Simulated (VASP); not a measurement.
# CsI (Pm-3m) in VASP: further runs

CsI is run at these levels: PBE; tasks: single point.

All numbers are computed with VASP 6.6.1; they aren't measurements. Logs are shortened: lines on timing, memory, paths and dates and some standing lists are left out, and cuts for length are marked.

## Step 1: The cell of the first run

Symmetry: Pm-3m, No. 221, cubic system. The conventional cell has a = 4.666 Å, b = 4.666 Å, c = 4.666 Å, α = 90.00°, β = 90.00°, γ = 90.00°. Cs (site symmetry m-3m) has 8 I at 4.04 Å and 6 Cs at 4.67 Å within 5.3 Å. I (site symmetry m-3m) has 8 Cs at 4.04 Å and 6 I at 4.67 Å within 5.3 Å.

## Step 2: Single point, PBE

File INCAR:

```
SYSTEM = CsI
PREC = Accurate ; ENCUT = 500
EDIFF = 1E-6 ; ISMEAR = 0
SIGMA = 0.02 ; LREAL = .FALSE.
LASPH = .TRUE. ; NELM = 120
ALGO = Normal ; ISIF = 2
LWAVE = .FALSE. ; LCHARG = .FALSE.
GGA = PE ; NBANDS = 15
GGA_COMPAT = .FALSE.
```

File KPOINTS:

```
Automatic mesh
0
G
  6 6 6
  0 0 0
```

File POSCAR:

```
CsI
1.0
    4.6660162087      0.0000000000      0.0000000000
    0.0000000000      4.6660162087      0.0000000000
    0.0000000000      0.0000000000      4.6660162087
Cs I
1 1
Direct
    0.0000000000      0.0000000000      0.0000000000
    0.5000000000      0.5000000000      0.5000000000
```

Potentials or basis: VASP PAW PBE potentials, release 64 (Cs_sv, I).

On the command line:

```bash
$ cat potpaw_PBE.64/Cs_sv/POTCAR potpaw_PBE.64/I/POTCAR > POTCAR
$ mpirun -np 1 vasp_std > vasp.out
```

OUTCAR:

```text
SYSTEM = CsI
   PREC = Accurate
   ENCUT = 500
   EDIFF = 1E-6
   ISMEAR = 0
   LREAL = .FALSE.
   LASPH = .TRUE.
   NELM = 120
   ISIF = 2
   GGA = PE

 ion  position               nearest neighbor table
   1  0.000  0.000  0.000-
   2  0.500  0.500  0.500-

  LATTYP: Found a simple cubic cell.
 ALAT       =     4.6660162087

  Lattice vectors:

 A1 = (   4.6660162087,   0.0000000000,   0.0000000000)
 A2 = (   0.0000000000,   4.6660162087,   0.0000000000)
 A3 = (   0.0000000000,   0.0000000000,   4.6660162087)

Analysis of symmetry for initial positions (statically):
=====================================================================
 Subroutine PRICEL returns:
 Original cell was already a primitive cell.

 Routine SETGRP: Setting up the symmetry group for a
 simple cubic supercell.

 Subroutine GETGRP returns: Found 48 space group operations
 (whereof 48 operations were pure point group operations)
 out of a pool of 48 trial point group operations.

The static configuration has the point symmetry O_h .

Analysis of symmetry for dynamics (positions and initial velocities):
=====================================================================
 Subroutine PRICEL returns:
 Original cell was already a primitive cell.

 Routine SETGRP: Setting up the symmetry group for a
 simple cubic supercell.

 Subroutine GETGRP returns: Found 48 space group operations
 (whereof 48 operations were pure point group operations)
 out of a pool of 48 trial point group operations.

The dynamic configuration has the point symmetry O_h .

 Subroutine INISYM returns: Found 48 space group operations
 (whereof 48 operations are pure point group operations),
 and found     1 'primitive' translations

----------------------------------------------------------------------------------------

                                     Primitive cell

  volume of cell :     101.5871

  direct lattice vectors                    reciprocal lattice vectors
     4.666016209  0.000000000  0.000000000     0.214315586  0.000000000  0.000000000
     0.000000000  4.666016209  0.000000000     0.000000000  0.214315586  0.000000000
     0.000000000  0.000000000  4.666016209     0.000000000  0.000000000  0.214315586

  length of vectors
     4.666016209  4.666016209  4.666016209     0.214315586  0.214315586  0.214315586

  position of ions in fractional coordinates (direct lattice)
     0.000000000  0.000000000  0.000000000
     0.500000000  0.500000000  0.500000000

  ion indices of the primitive-cell ions
   primitive index   ion index
                 1           1
                 2           2

----------------------------------------------------------------------------------------

 KPOINTS: Automatic mesh

Automatic generation of k-mesh.
 Grid dimensions read from file:
 generate k-points for:    6    6    6

 Generating k-lattice:

  Cartesian coordinates                     Fractional coordinates (reciprocal lattice)
     0.035719264  0.000000000  0.000000000     0.166666667  0.000000000  0.000000000
     0.000000000  0.035719264  0.000000000     0.000000000  0.166666667  0.000000000
     0.000000000  0.000000000  0.035719264     0.000000000  0.000000000  0.166666667

  Length of vectors
     0.035719264  0.035719264  0.035719264

  Shift w.r.t. Gamma in fractional coordinates (k-lattice)
     0.000000000  0.000000000  0.000000000

 Subroutine IBZKPT returns following result:
 ===========================================

 Found     20 irreducible k-points:

 Following reciprocal coordinates:
            Coordinates               Weight
  0.000000  0.000000  0.000000      1.000000
  0.166667  0.000000  0.000000      6.000000
  0.333333  0.000000  0.000000      6.000000
  0.500000  0.000000  0.000000      3.000000
  0.166667  0.166667  0.000000     12.000000
  0.333333  0.166667  0.000000     24.000000
[... 12 lines left out ...]
  0.500000  0.500000  0.333333      6.000000
  0.500000  0.500000  0.500000      1.000000
   k-points           NKPTS =     20   k-points in BZ     NKDIM =     20   number of bands    NBANDS=     15
   number of dos      NEDOS =    301   number of ions     NIONS =      2
   total plane-waves  NPLWV =  46656
   dimension x,y,z NGX =    36 NGY =   36 NGZ =   36
   dimension x,y,z NGXF=    72 NGYF=   72 NGZF=   72
   ions per type =               1   1
   NGX,Y,Z   is equivalent  to a cutoff of  12.83, 12.83, 12.83 a.u.
   NGXF,Y,Z  is equivalent  to a cutoff of  25.65, 25.65, 25.65 a.u.
 SYSTEM =  CsI
   PREC   = accura    normal or accurate (medium, high low for compatibility)
   ISTART =      0    job   : 0-new  1-cont  2-samecut
   ICHARG =      2    charge: 1-file 2-atom 10-const
   ISPIN  =      1    spin polarized calculation?
   LNONCOLLINEAR =      F non collinear calculations
   LSORBIT =      F    spin-orbit coupling
   LASPH  =      T    aspherical Exc in radial PAW
   ENCUT  =  500.0 eV  36.75 Ry    6.06 a.u.   8.51  8.51  8.51*2*pi/ulx,y,z
   NELM   =    120;   NELMIN=  2; NELMDL= -5     # of ELM steps
   EDIFF  = 0.1E-05   stopping-criterion for ELM
   LREAL  =      F    real-space projection
   EDIFFG = 0.1E-04   stopping-criterion for IOM
   NSW    =      0    number of steps for IOM
   IBRION =     -1    ionic relax: 0-MD 1-quasi-New 2-CG
   NFREE  =      0    steps in history (QN), initial steepest desc. (CG)
   ISIF   =      2    stress and relaxation
   ISYM   =      2    0-nonsym 1-usesym 2-fastsym
   POTIM  = 0.5000    time-step for ionic-motion
   TEBEG  =    0.0;   TEEND  =   0.0 temperature during run
   PSTRESS=    0.0 pullay stress
   NELECT =      16.0000    total number of electrons
   NUPDOWN=      -1.0000    fix difference up-down
   EMIN   =  10.00;   EMAX   =-10.00  energy-range for DOS
   EFERMI =   0.00;   METHOD = LEGACY
   ISMEAR =     0;   SIGMA  =   0.02  broadening in eV -4-tet -1-fermi 0-gaus
   EFERMI_NEDOS =   21; number of points for ismear=-14 and -15
   IALGO  =     38    algorithm
   IMIX   =      4    mixing-type and parameters
     AMIX     =   0.40;   BMIX     =  1.00
     AMIX_MAG =   1.60;   BMIX_MAG =  1.00
  volume/ion in A,a.u.               =      50.79       342.77
  Fermi-wavevector in a.u.,A,eV,Ry     =   0.884101  1.670709 10.634786  0.781635
  Thomas-Fermi vector in A             =   2.004956
   LORBIT       =      0    0 simple, 1 ext, 2 COOP (PROOUT), +10 PAW based schemes
   GGA     = PE    functional components
   LHFCALC =     F    Hartree Fock is set to
   AEXX    =    0.0000 exact exchange contribution
   IVDW    =     0    specifies the selected vdW correction
   LEPSILON=     F    determine dielectric tensor
   LRPA    =     F    only Hartree local field effects (RPA)
 non-spin polarized calculation
 Gauss-broadening in eV      SIGMA  =   0.02
  energy-cutoff  :      500.00
  volume of cell :      101.59
 maximum number of plane-waves:      2601
 NGX is ok and might be reduce to    36
   NGX = 17   NGY = 17   NGZ = 17

 number of electron      15.9999999 magnetization

 Free energy of the ion-electron system (eV)
  ---------------------------------------------------
  ext. energy  EPLUGINS =         0.00000000
  ---------------------------------------------------
  free energy    TOTEN  =        -5.44282687 eV

  energy without entropy =       -5.44282687  energy(sigma->0) =       -5.44282687

 E-fermi :   0.6165     XC(G=0):  -7.4957

 val. band max:        0.4450979833   @ k =   0.5000   0.5000   0.0000
 cond. band min:       4.1212125184   @ k =   0.0000   0.0000   0.0000
 fundamental gap:      3.6761145351
 Fermi energy:         0.6164617076

 k-point     1 :       0.0000    0.0000    0.0000
  band No.  band energies     occupation
      1     -20.0333      2.00000
      2     -10.1175      2.00000
      3      -6.7416      2.00000
      4      -6.7416      2.00000
      5      -6.7416      2.00000
      6       0.3488      2.00000
      7       0.3488      2.00000
      8       0.3488      2.00000
      9       4.1212      0.00000
     10       4.7137      0.00000
     11       4.7137      0.00000
     12       8.0641      0.00000
     13       8.0641      0.00000
     14       8.0641      0.00000
     15      10.4366      0.00000

 k-point     2 :       0.1667    0.0000    0.0000
  band No.  band energies     occupation
      1     -20.0288      2.00000
      2     -10.1171      2.00000
      3      -6.7778      2.00000
      4      -6.7296      2.00000
      5      -6.7296      2.00000
      6      -0.0685      2.00000
      7       0.3212      2.00000
      8       0.3212      2.00000
      9       4.6735      0.00000
     10       4.8706      0.00000
     11       5.2474      0.00000
     12       7.9874      0.00000
     13       7.9874      0.00000
     14       8.1797      0.00000
     15       9.3474      0.00000

 k-point     3 :       0.3333    0.0000    0.0000
  band No.  band energies     occupation
      1     -20.0197      2.00000
      2     -10.1181      2.00000
      3      -6.8417      2.00000
      4      -6.7053      2.00000
      5      -6.7053      2.00000
      6      -0.7032      2.00000
      7       0.2641      2.00000
      8       0.2641      2.00000
      9       5.2986      0.00000
     10       5.8012      0.00000
     11       6.3946      0.00000
     12       7.9813      0.00000
     13       7.9976      0.00000
     14       7.9976      0.00000
     15       8.4639      0.00000
[... 271 lines left out ...]
 k-point    19 :       0.5000    0.5000    0.3333
  band No.  band energies     occupation
      1     -19.9864      2.00000
      2      -9.9105      2.00000
      3      -6.9730      2.00000
      4      -6.9730      2.00000
      5      -6.8819      2.00000
      6      -0.6274      2.00000
      7      -0.6274      2.00000
      8      -0.4750      2.00000
      9       6.4013      0.00000
     10       6.9878      0.00000
     11       6.9878      0.00000
     12       7.3188      0.00000
     13       8.6475      0.00000
     14       8.6475      0.00000
     15       9.8691      0.00000

 k-point    20 :       0.5000    0.5000    0.5000
  band No.  band energies     occupation
      1     -19.9824      2.00000
      2      -9.8888      2.00000
      3      -6.9515      2.00000
      4      -6.9515      2.00000
      5      -6.9515      2.00000
      6      -0.7124      2.00000
      7      -0.7124      2.00000
      8      -0.7124      2.00000
      9       7.4193      0.00000
     10       7.4193      0.00000
     11       7.4193      0.00000
     12       8.0121      0.00000
     13       8.0121      0.00000
     14       8.0121      0.00000
     15       9.9076      0.00000

------------------------ aborting loop because EDIFF is reached ----------------------------------------

  FORCE on cell =-STRESS in cart. coord.  units (eV):
  Direction    XX          YY          ZZ          XY          YZ          ZX
  --------------------------------------------------------------------------------------
  -------------------------------------------------------------------------------------
  Total        0.0172270      0.0172270      0.0172270      0.0000000      0.0000000      0.0000000
  in kB        0.2716955      0.2716955      0.2716955      0.0000000      0.0000000      0.0000000
  external PRESSURE =       0.2716955 kB  Pullay stress =       0.0000000 kB

 VOLUME and BASIS-vectors are now :
 -----------------------------------------------------------------------------
  energy-cutoff  :      500.00
  volume of cell :      101.59
      direct lattice vectors                 reciprocal lattice vectors
     4.666016209  0.000000000  0.000000000     0.214315586  0.000000000  0.000000000
     0.000000000  4.666016209  0.000000000     0.000000000  0.214315586  0.000000000
     0.000000000  0.000000000  4.666016209     0.000000000  0.000000000  0.214315586

 POSITION                                       TOTAL-FORCE (eV/Angst)
 -----------------------------------------------------------------------------------
      0.00000      0.00000      0.00000         0.000000      0.000000      0.000000
      2.33301      2.33301      2.33301         0.000000      0.000000      0.000000
 -----------------------------------------------------------------------------------
    total drift:                               -0.000000      0.000000      0.000000

  FREE ENERGIE OF THE ION-ELECTRON SYSTEM (eV)
  ---------------------------------------------------
  free  energy   TOTEN  =        -5.4428268678 eV

  energy  without entropy=       -5.4428268678  energy(sigma->0) =       -5.44282687
```

Wall time 26 s (1 thread of Intel Xeon 6975P-C, shared host); peak memory 0.22 GiB.

What came out:

```
Free energy            : -5.4428 eV
Pressure               : 0.0 GPa
Band gap on the k mesh : 3.68 eV, indirect (least direct gap 3.77 eV)
```

Levels at points of the mesh, in eV from the valence-band top:
| k point | band 4 | band 5 | band 6 | band 7 | band 8 | band 9 | band 10 | band 11 | band 12 | band 13 |
| --- | --- | --- | --- | --- | --- | --- | --- | --- | --- | --- |
| (0.00, 0.00, 0.00) | -7.19 | -7.19 | -0.10 | -0.10 | -0.10 | 3.68 | 4.27 | 4.27 | 7.62 | 7.62 |
| (0.50, 0.00, 0.00) | -7.14 | -7.14 | -1.41 | -0.21 | -0.21 | 5.21 | 6.22 | 6.44 | 6.85 | 7.69 |
| (0.50, 0.50, 0.00) | -7.48 | -7.11 | -0.81 | -0.81 | 0.00 | 4.25 | 4.89 | 6.08 | 6.08 | 9.21 |
| (0.50, 0.50, 0.50) | -7.40 | -7.40 | -1.16 | -1.16 | -1.16 | 6.97 | 6.97 | 6.97 | 7.57 | 7.57 |

Caveat: spin-orbit coupling is left out, which moves the levels of the heavy elements. A hybrid or GW would open this gap; PBE tends to underestimate it.

## Step 3: Single point, PBE (volume scaled by 1.03)

File INCAR:

```
PREC = Accurate
ENCUT = 500
EDIFF = 1E-6
ISMEAR = 0
SIGMA = 0.02
LREAL = F
LASPH = T
NELM = 120
ALGO = Normal
ISIF = 2
LWAVE = F
LCHARG = T
GGA = PE
LELF = T
LVHAR = T
NBANDS = 15
GGA_COMPAT = F
```

File KPOINTS:

```
regular mesh
0
Gamma
  6 6 6
```

File POSCAR:

```
CsI
1.0
    4.7122173936      0.0000000000      0.0000000000
    0.0000000000      4.7122173936      0.0000000000
    0.0000000000      0.0000000000      4.7122173936
Cs I
1 1
Direct
    0.0000000000      0.0000000000      0.0000000000
    0.5000000000      0.5000000000      0.5000000000
```

Potentials or basis: VASP PAW PBE potentials, release 64 (Cs_sv, I).

On the command line:

```bash
$ cat potpaw_PBE.64/Cs_sv/POTCAR potpaw_PBE.64/I/POTCAR > POTCAR
$ mpirun -np 1 vasp_std > vasp.out
```

It took 30 s on 1 thread of Intel Xeon 6975P-C, shared host; peak memory 0.22 GiB.

The run converged. Its results:

```yaml
Free_energy: -5.4408 eV
Pressure: -0.2 GPa
Band_gap_on_the_k_mesh: 3.59 eV, indirect (least direct gap 3.69 eV)
```

Levels at points of the mesh, in eV from the valence-band top:
```tsv
k point	band 5	band 6	band 7	band 8	band 9	band 10	band 11	band 12
(0.00, 0.00, 0.00)	-7.23	-0.10	-0.10	-0.10	3.59	4.30	4.30	7.55
(0.50, 0.00, 0.00)	-7.19	-1.35	-0.20	-0.20	5.21	6.10	6.31	6.86
(0.50, 0.50, 0.00)	-7.16	-0.79	-0.79	0.00	4.24	4.88	6.06	6.06
(0.50, 0.50, 0.50)	-7.43	-1.09	-1.09	-1.09	6.89	6.89	6.89	7.44
```

Caveat: spin-orbit coupling is left out, which moves the levels of the heavy elements. A k mesh can miss the band edges.

[end of part 1 of 2]
